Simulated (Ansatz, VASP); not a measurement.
# BAs: VASP beside Ansatz

```
CELL_PARAMETERS angstrom
0.00000 2.20056 2.39192
2.20056 0.00000 2.39192
2.20056 2.20056 0.00000
ATOMIC_POSITIONS crystal
B 0.00000 0.00000 0.00000
As 0.75000 0.75000 0.75000
```

Change from the starting cell: strain -0.080 along x and y, +0.000 along z, atoms carried along.

Alike in both runs: task single point; functional r2SCAN; k mesh 10 × 10 × 10; occupations gaussian, width 0.05 eV; no spin polarisation.

|  | VASP | Ansatz |
| --- | --- | --- |
| version | VASP 6.6.1 | Ansatz 0.2.0 |
| potentials or method | VASP PAW PBE potentials, release 64 (B, As), cutoff 520 eV | scalar-relativistic, plane waves, PAW |
| valence electrons in the cell | 8 | 18 |

```csv
,VASP,Ansatz,Ansatz less VASP
gap on the k mesh at the Fermi level (eV),0.45,0.46,+0.007
least direct gap on the mesh (eV),3.17,3.17,-0.004
pressure (GPa),33.5,32.6,-0.87
"traceless stress, the component that is largest in VASP (GPa)",-16.13,-16.21,-0.079
```

VASP's potentials were made for PBE, not for r2SCAN. Both programs put the cell under a high pressure, so it lies far from rest at this level. VASP's potentials hold 8 valence electrons a cell and Ansatz's 18, so a difference there can come from the potentials and not from the codes.
